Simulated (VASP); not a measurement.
# NaAl2 (P-6m2) in VASP: further runs

The runs below take NaAl2 through single point, relaxation of cell and atoms, with PBE.

Everything below comes from runs of VASP 6.6.1. Logs are shortened: lines on timing, memory, paths and dates and some standing lists are left out, and cuts for length are marked.

## 1. The cell of the first run

It takes space group P-6m2 (No. 187, hexagonal). The conventional cell has a = 5.051 Å, b = 5.051 Å, c = 2.786 Å, α = 90.00°, β = 90.00°, γ = 120.00°. Na (site symmetry -6m2) has 2 Na at 2.79 Å and 9 Al at 2.92 to 3.23 Å within 3.7 Å. Within 3.7 Å of Al (site symmetry -6m2) lie 8 Al at 2.79 to 3.23 Å and 6 Na at 3.23 Å. Al (site symmetry -6m2) has 8 Al at 2.79 to 3.23 Å and 3 Na at 2.92 Å within 3.7 Å.

## 2. Single point, PBE

Contents of INCAR:

```
  PREC = Accurate
  ENCUT = 500
  EDIFF = 1E-6
  ISMEAR = 0
  SIGMA = 0.1
  LREAL = F
  LASPH = T
  NELM = 120
  ALGO = Normal
  ISIF = 2
  LWAVE = F
  LCHARG = F
  GGA = PE
  NBANDS = 14
  GGA_COMPAT = F
```

Contents of KPOINTS:

```
Automatic mesh
0
Gamma
  3 3 4
```

Contents of POSCAR:

```
NaAl2
1.0
    5.0509088878     -0.0000000024      0.0000000000
   -2.5254544418      4.3742154102      0.0000000000
    0.0000000000      0.0000000000      2.7861333032
Na Al
1 2
Direct
    0.6666666667      0.3333333333      0.5000000000
    0.0000000000      0.0000000000      0.0000000000
    0.3333333333      0.6666666667      0.5000000000
```

Potentials or basis: VASP PAW PBE potentials, release 64 (Na_pv, Al).

Command:

```bash
> cat potpaw_PBE.64/Na_pv/POTCAR potpaw_PBE.64/Al/POTCAR > POTCAR
> mpirun -np 1 vasp_std > vasp.out
```

OUTCAR:

```text
PREC = Accurate
   ENCUT = 500
   EDIFF = 1E-6
   ISMEAR = 0
   LREAL = F
   LASPH = T
   NELM = 120
   ISIF = 2
   GGA = PE

 ion  position               nearest neighbor table
   1  0.667  0.333  0.500-   3 2.92   3 2.92   3 2.92
   2  0.000  0.000  0.000-   3 3.23   3 3.23   3 3.23   3 3.23   3 3.23   3 3.23
   3  0.333  0.667  0.500-   1 2.92   1 2.92   1 2.92   2 3.23   2 3.23   2 3.23   2 3.23   2 3.23
                             2 3.23

  LATTYP: Found a hexagonal cell.
 ALAT       =     5.0509088878
 C/A-ratio  =     0.5516102874

  Lattice vectors:

 A1 = (   5.0509088878,  -0.0000000024,   0.0000000000)
 A2 = (  -2.5254544418,   4.3742154102,   0.0000000000)
 A3 = (   0.0000000000,   0.0000000000,   2.7861333032)

Analysis of symmetry for initial positions (statically):
=====================================================================
 Subroutine PRICEL returns:
 Original cell was already a primitive cell.

 Routine SETGRP: Setting up the symmetry group for a
 hexagonal supercell.

 Subroutine GETGRP returns: Found 12 space group operations
 (whereof 12 operations were pure point group operations)
 out of a pool of 24 trial point group operations.

The static configuration has the point symmetry D_3h.

Analysis of symmetry for dynamics (positions and initial velocities):
=====================================================================
 Subroutine PRICEL returns:
 Original cell was already a primitive cell.

 Routine SETGRP: Setting up the symmetry group for a
 hexagonal supercell.

 Subroutine GETGRP returns: Found 12 space group operations
 (whereof 12 operations were pure point group operations)
 out of a pool of 24 trial point group operations.

The dynamic configuration has the point symmetry D_3h.

 Subroutine INISYM returns: Found 12 space group operations
 (whereof 12 operations are pure point group operations),
 and found     1 'primitive' translations

----------------------------------------------------------------------------------------

                                     Primitive cell

  volume of cell :      61.5562

  direct lattice vectors                    reciprocal lattice vectors
     5.050908888 -0.000000002  0.000000000     0.197984169  0.114306213  0.000000000
    -2.525454442  4.374215410  0.000000000     0.000000000  0.228612427  0.000000000
     0.000000000  0.000000000  2.786133303     0.000000000  0.000000000  0.358920371

[... 79 lines left out ...]
   PSTRESS=    0.0 pullay stress
   NELECT =      13.0000    total number of electrons
   NUPDOWN=      -1.0000    fix difference up-down
   EMIN   =  10.00;   EMAX   =-10.00  energy-range for DOS
   EFERMI =   0.00;   METHOD = LEGACY
   ISMEAR =     0;   SIGMA  =   0.10  broadening in eV -4-tet -1-fermi 0-gaus
   EFERMI_NEDOS =   21; number of points for ismear=-14 and -15
   IALGO  =     38    algorithm
   IMIX   =      4    mixing-type and parameters
     AMIX     =   0.40;   BMIX     =  1.00
     AMIX_MAG =   1.60;   BMIX_MAG =  1.00
  volume/ion in A,a.u.               =      20.52       138.47
  Fermi-wavevector in a.u.,A,eV,Ry     =   0.974912  1.842317 12.931704  0.950453
  Thomas-Fermi vector in A             =   2.105410
   LORBIT       =      0    0 simple, 1 ext, 2 COOP (PROOUT), +10 PAW based schemes
   GGA     = PE    functional components
   LHFCALC =     F    Hartree Fock is set to
   AEXX    =    0.0000 exact exchange contribution
   IVDW    =     0    specifies the selected vdW correction
   LEPSILON=     F    determine dielectric tensor
   LRPA    =     F    only Hartree local field effects (RPA)
 non-spin polarized calculation
 Gauss-broadening in eV      SIGMA  =   0.10
  energy-cutoff  :      500.00
  volume of cell :       61.56
 maximum number of plane-waves:      1570
 NGX is ok and might be reduce to    40
   NGX = 19   NGY = 19   NGZ = 11

 number of electron      13.0000012 magnetization

 Free energy of the ion-electron system (eV)
  ---------------------------------------------------
  ext. energy  EPLUGINS =         0.00000000
  ---------------------------------------------------
  free energy    TOTEN  =        -8.18443772 eV

  energy without entropy =       -8.17254653  energy(sigma->0) =       -8.17849213

 E-fermi :   4.4007     XC(G=0):  -9.0364

 val. band max:        4.1938999130   @ k =   0.0000   0.0000   0.2500
 cond. band min:       4.4689783091   @ k =   0.3333   0.0000   0.2500
 fundamental gap:      0.2750783961
 Fermi energy:         4.4007335430

 k-point     1 :       0.0000    0.0000    0.0000
  band No.  band energies     occupation
      1     -20.0861      2.00000
      2     -20.0861      2.00000
      3     -20.0268      2.00000
      4      -3.8925      2.00000
      5       2.2507      2.00000
      6       3.0708      2.00000
      7       3.0708      2.00000
      8       5.0365      0.00000
      9       5.0365      0.00000
     10       7.6573      0.00000
     11      13.8215      0.00000
     12      14.4433      0.00000
     13      17.2903      0.00000
     14      17.4553      0.00000
[... 122 lines left out ...]
      1     -20.3018      2.00000
      2     -20.0498      2.00000
      3     -20.0497      2.00000
      4       2.4501      2.00000
      5       2.4598      2.00000
      6       2.8690      2.00000
      7       2.8697      2.00000
      8       5.1218      0.00000
      9       5.4970      0.00000
     10       9.7345      0.00000
     11       9.8212      0.00000
     12      11.5792      0.00000
     13      11.8934      0.00000
     14      11.9825      0.00000

------------------------ aborting loop because EDIFF is reached ----------------------------------------

  FORCE on cell =-STRESS in cart. coord.  units (eV):
  Direction    XX          YY          ZZ          XY          YZ          ZX
  --------------------------------------------------------------------------------------
  -------------------------------------------------------------------------------------
  Total       -0.0020954     -0.0020954      0.0002269     -0.0000000     -0.0000000      0.0000000
  in kB       -0.0545394     -0.0545394      0.0059053     -0.0000000     -0.0000000      0.0000000
  external PRESSURE =      -0.0343912 kB  Pullay stress =       0.0000000 kB

 VOLUME and BASIS-vectors are now :
 -----------------------------------------------------------------------------
  energy-cutoff  :      500.00
  volume of cell :       61.56
      direct lattice vectors                 reciprocal lattice vectors
     5.050908888 -0.000000002  0.000000000     0.197984169  0.114306213  0.000000000
    -2.525454442  4.374215410  0.000000000     0.000000000  0.228612427  0.000000000
     0.000000000  0.000000000  2.786133303     0.000000000  0.000000000  0.358920371

 POSITION                                       TOTAL-FORCE (eV/Angst)
 -----------------------------------------------------------------------------------
      2.52545      1.45807      1.39307        -0.000000      0.000000      0.000000
      0.00000      0.00000      0.00000        -0.000000     -0.000000      0.000000
      0.00000      2.91614      1.39307         0.000000     -0.000000      0.000000
 -----------------------------------------------------------------------------------
    total drift:                               -0.000001      0.000001      0.000000

  FREE ENERGIE OF THE ION-ELECTRON SYSTEM (eV)
  ---------------------------------------------------
  free  energy   TOTEN  =        -8.1844377234 eV

  energy  without entropy=       -8.1725465330  energy(sigma->0) =       -8.17849213
```

Wall time 6.9 s (1 thread of Intel Xeon Platinum 8488C (Sapphire Rapids), shared host); peak memory 0.16 GiB.

What came out:

* Free energy: -8.1844 eV
* Pressure: 0.0 GPa
* Band gap on the k mesh: zero (an odd number of electrons rules out a gap without spin polarisation)

Caveat: the k points lie up to 0.56 Å⁻¹ apart, too coarse for converged energies and pressures of a metal.

## 3. Single point, PBE

This run uses another cell than the first one, of 41.72 Å³/atom.

Contents of INCAR:

```
SYSTEM = NaAl2
PREC = Accurate
ENCUT = 500
EDIFF = 1E-6
ISMEAR = 0
SIGMA = 0.1
LREAL = .False.
LASPH = .True.
NELM = 120
ALGO = Normal
ISIF = 2
LWAVE = .False.
LCHARG = .False.
GGA = PE
NBANDS = 14
GGA_COMPAT = .False.
```

Contents of KPOINTS:

```
regular mesh
0
Gamma
  3 3 4
  0 0 0
```

Contents of POSCAR:

```
NaAl2
1.0
    6.1777540900      0.0000000000      0.0000000000
   -3.0888770400      5.3500919800      0.0000000000
    0.0000000000      0.0000000000      3.7869632600
Na Al
1 2
Direct
    0.6666666700      0.3333333300      0.5000000000
    0.0000000000      0.0000000000      0.0000000000
    0.3333333300      0.6666666700      0.5000000000
```

Potentials or basis: VASP PAW PBE potentials, release 64 (Na_pv, Al).

Command:

```bash
> cat potpaw_PBE.64/Na_pv/POTCAR potpaw_PBE.64/Al/POTCAR > POTCAR
> mpirun -np 1 vasp_std > vasp.out
```

Wall time 12 s (1 thread of Intel Xeon Platinum 8488C (Sapphire Rapids), shared host); peak memory 0.23 GiB.

The run converged. Its results:

| Item | Value |
| --- | --- |
| Free energy | -6.0077 eV |
| Pressure | -4.9 GPa |
| Band gap on the k mesh | zero (an odd number of electrons rules out a gap without spin polarisation) |

Stress tensor (GPa, compression positive):
```
-4.11  0.00  0.00
 0.00 -4.11  0.00
 0.00  0.00 -6.60
```

Levels at points of the mesh, in eV from the Fermi level:
| k point | band 5 | band 6 | band 7 | band 8 | band 9 | band 10 |
| --- | --- | --- | --- | --- | --- | --- |
| (0.00, 0.00, 0.00) | -2.73 | -0.06 | -0.06 | 1.20 | 1.20 | 1.97 |
| (0.00, 0.00, 0.50) | -3.25 | 0.49 | 0.57 | 1.87 | 1.87 | 2.05 |

Caveat: the k points lie up to 0.41 Å⁻¹ apart, too coarse for converged energies and pressures of a metal.

## 4. Single point, PBE

Contents of INCAR:

```
PREC = Accurate
ENCUT = 500
EDIFF = 1E-6
ISMEAR = 0
SIGMA = 0.1
LREAL = F
LASPH = T
NELM = 120
ALGO = Normal
ISIF = 2
LWAVE = F
LCHARG = T
GGA = PE
LELF = T
LVHAR = T
NBANDS = 14
GGA_COMPAT = F
```

Contents of KPOINTS:

```
Automatic mesh
0
Gamma
  6 6 6
```

Contents of POSCAR:

```
NaAl2
1.0
    5.0509088878      0.0000000000      0.0000000000
   -2.5254544439      4.3742154090      0.0000000000
    0.0000000000      0.0000000000      2.7861333032
Na Al
1 2
Direct
    0.6666666667      0.3333333333      0.5000000000
    0.0000000000      0.0000000000      0.0000000000
    0.3333333333      0.6666666667      0.5000000000
```

Command:

```bash
> cat potpaw_PBE.64/Na_pv/POTCAR potpaw_PBE.64/Al/POTCAR > POTCAR
> mpirun -np 1 vasp_std > vasp.out
```

It took 17 s on 1 thread of Intel Xeon Platinum 8488C (Sapphire Rapids), shared host; peak memory 0.17 GiB.

Results (log left out):

| Quantity | Value |
| --- | --- |
| Free energy | -7.9200 eV |
| Pressure | 0.0 GPa |
| Band gap on the k mesh | zero (an odd number of electrons rules out a gap without spin polarisation) |

Stress tensor (GPa, compression positive):
```
 0.08  0.00  0.00
 0.00  0.08  0.00
 0.00  0.00 -0.21
```

Levels at points of the mesh, in eV from the Fermi level:
| k point | band 4 | band 5 | band 6 | band 7 | band 8 | band 9 | band 10 | band 11 |
| --- | --- | --- | --- | --- | --- | --- | --- | --- |
| (0.00, 0.00, 0.00) | -8.78 | -2.67 | -1.82 | -1.82 | 0.20 | 0.20 | 2.89 | 8.92 |
| (0.50, 0.00, 0.00) | -7.45 | -6.40 | -2.76 | -1.74 | 4.04 | 4.27 | 5.11 | 5.40 |
| (0.00, 0.00, 0.50) | -4.09 | -4.05 | 1.79 | 1.85 | 2.49 | 2.49 | 2.71 | 2.71 |
| (0.50, 0.00, 0.50) | -2.88 | -2.86 | -1.72 | -1.70 | 1.56 | 1.71 | 2.55 | 3.12 |

Caveat: the k points lie up to 0.38 Å⁻¹ apart, too coarse for converged energies and pressures of a metal.

## 5. Relaxation of cell and atoms, PBE

This run uses another cell than the first one, of 41.72 Å³/atom.

Contents of INCAR:

```
ALGO = Normal
EDIFF = 1E-7
EDIFFG = -0.04
ENCUT = 500
GGA = PE
GGA_COMPAT = F
IBRION = 2
ISIF = 3
ISMEAR = 0
LASPH = T
LCHARG = F
LREAL = F
LWAVE = F
NELM = 120
NELMIN = 4
NSW = 90
PREC = Accurate
SIGMA = 0.1
```

Contents of KPOINTS:

```
k-points
0
Gamma
  3 3 4
```

Contents of POSCAR:

```
NaAl2
1.0
    6.1777540900      0.0000000000      0.0000000000
   -3.0888770400      5.3500919800      0.0000000000
    0.0000000000      0.0000000000      3.7869632600
Na Al
1 2
Direct
    0.6666666700      0.3333333300      0.5000000000
    0.0000000000      0.0000000000      0.0000000000
    0.3333333300      0.6666666700      0.5000000000
```

Command:

```bash
> cat potpaw_PBE.64/Na_pv/POTCAR potpaw_PBE.64/Al/POTCAR > POTCAR
> mpirun -np 1 vasp_std > vasp.out
```

Run time: 95 s. Hardware: 1 thread of Intel Xeon Platinum 8488C (Sapphire Rapids), shared host; peak memory 0.24 GiB.

The run converged. Its results:

```yaml
Free_energy: -8.1863 eV
Relaxed_volume: 20.44 Å³/atom
Relaxed_cell: a = 5.046 Å, b = 5.046 Å, c = 2.782 Å, α = 90.00°, β = 90.00°, γ = 120.00°
Space_group_after_relaxing_to_0.1_Å: P-6m2 (No. 187)
Pressure_after_relaxing: 0.2 GPa
Band_gap_on_the_k_mesh: zero (an odd number of electrons rules out a gap without spin polarisation)
```

Stress tensor (GPa, compression positive):
```
0.10 0.00 0.00
0.00 0.10 0.00
0.00 0.00 0.27
```

Final structure:
```yaml
crystal:
  lattice:
    - [5.04561, 0.00000, 0.00000]
    - [-2.52281, 4.36963, 0.00000]
    - [0.00000, 0.00000, 2.78185]
  atoms:
    - { symbol: Na, position: [0.66667, 0.33333, 0.50000] }
    - { symbol: Al, position: [0.00000, 0.00000, 0.00000] }
    - { symbol: Al, position: [0.33333, 0.66667, 0.50000] }
```

Levels at points of the mesh, in eV from the Fermi level:
```tsv
k point	band 3	band 4	band 5	band 6	band 7	band 8	band 9	band 10
(0.00, 0.00, 0.00)	-24.43	-8.31	-2.15	-1.34	-1.34	0.63	0.63	3.27
(0.00, 0.00, 0.50)	-24.45	-3.60	-3.57	2.32	2.38	2.99	2.99	3.20
```

Caveat: the k points lie up to 0.56 Å⁻¹ apart in the final cell, too coarse for converged energies and pressures of a metal; the volume moved by over 15 % at a fixed basis, so the end points are rough.

## 6. Relaxation of cell and atoms, PBE

Contents of INCAR:

```
  ALGO = Normal
  EDIFF = 1E-7
  EDIFFG = -0.04
  ENCUT = 500
  GGA = PE
  GGA_COMPAT = F
  IBRION = 2
  ISIF = 3
  ISMEAR = 0
  LASPH = T
  LCHARG = F
  LREAL = F
  LWAVE = F
  NELM = 120
  NELMIN = 4
  NSW = 90
  PREC = Accurate
  SIGMA = 0.1
```

Contents of KPOINTS:

```
k-points
0
Gamma
  6 6 6
```

Contents of POSCAR:

```
NaAl2
1.0
    5.0509088878      0.0000000000      0.0000000000
   -2.5254544439      4.3742154090      0.0000000000
    0.0000000000      0.0000000000      2.7861333032
Na Al
1 2
Direct
    0.6666666667      0.3333333333      0.5000000000
    0.0000000000      0.0000000000      0.0000000000
    0.3333333333      0.6666666667      0.5000000000
```

Potentials or basis: VASP PAW PBE potentials, release 64 (Na_pv, Al).

Command:

```bash
> cat potpaw_PBE.64/Na_pv/POTCAR potpaw_PBE.64/Al/POTCAR > POTCAR
> mpirun -np 1 vasp_std > vasp.out
```

It took 15 s on 1 thread of Intel Xeon Platinum 8488C (Sapphire Rapids), shared host; peak memory 0.17 GiB.

The run converged. Its results:

| Item | Value |
| --- | --- |
| Free energy | -7.9200 eV |
| Pressure after relaxing | 0.0 GPa |
| Band gap on the k mesh | zero (an odd number of electrons rules out a gap without spin polarisation) |

Stress tensor (GPa, compression positive):
```
 0.08  0.00  0.00
 0.00  0.08  0.00
 0.00  0.00 -0.22
```

Final structure:
```
Na Al
1.0
     5.05091    0.00000    0.00000
    -2.52545    4.37422    0.00000
     0.00000    0.00000    2.78613
Na Al
1 2
Direct
  0.66667 0.33333 0.50000
  0.00000 0.00000 0.00000
  0.33333 0.66667 0.50000
```

Levels at points of the mesh, in eV from the Fermi level:
```csv
k point,band 4,band 5,band 6,band 7,band 8,band 9,band 10
"(0.00, 0.00, 0.00)",-8.78,-2.67,-1.82,-1.82,0.20,0.20,2.89
"(0.50, 0.00, 0.00)",-7.45,-6.40,-2.76,-1.74,4.04,4.27,5.11
"(0.00, 0.00, 0.50)",-4.09,-4.05,1.79,1.85,2.49,2.49,2.71
"(0.50, 0.00, 0.50)",-2.88,-2.86,-1.72,-1.70,1.56,1.71,2.55
```

Caveat: the k points lie up to 0.38 Å⁻¹ apart in the final cell, too coarse for converged energies and pressures of a metal; the relaxation stopped at its first step, so nothing moved.

## 7. Summary

```tsv
task	cell	k mesh	gap on the mesh (eV)	pressure (GPa)
single point	a = 5.051, b = 5.051, c = 2.786 Å, angles 90.0, 90.0, 120.0°, 3 atoms	3 × 3 × 4	none	0.0
single point	a = 6.178, b = 6.178, c = 3.787 Å, angles 90.0, 90.0, 120.0°, 3 atoms	3 × 3 × 4	none	-4.9
single point	a = 5.051, b = 5.051, c = 2.786 Å, angles 90.0, 90.0, 120.0°, 3 atoms	6 × 6 × 6	none	0.0
relaxation of cell and atoms	relaxed from a = 6.178, b = 6.178, c = 3.787 Å, angles 90.0, 90.0, 120.0°, 3 atoms	3 × 3 × 4	none	0.2
relaxation of cell and atoms	relaxed from a = 5.051, b = 5.051, c = 2.786 Å, angles 90.0, 90.0, 120.0°, 3 atoms	6 × 6 × 6	none	0.0
```

Alike in all rows: level PBE; potentials or basis VASP PAW PBE potentials, release 64 (Na_pv, Al); no spin polarisation; cutoff (eV) 500; smearing gaussian 0.1 eV.

Caveats: all runs use coarse meshes; the volume moved by over 15 % at a fixed basis, so the end points are rough (at least some runs); the relaxation stopped at its first step, so nothing moved (at least some runs).

Absolute energies hang on the potentials; compare differences alone.
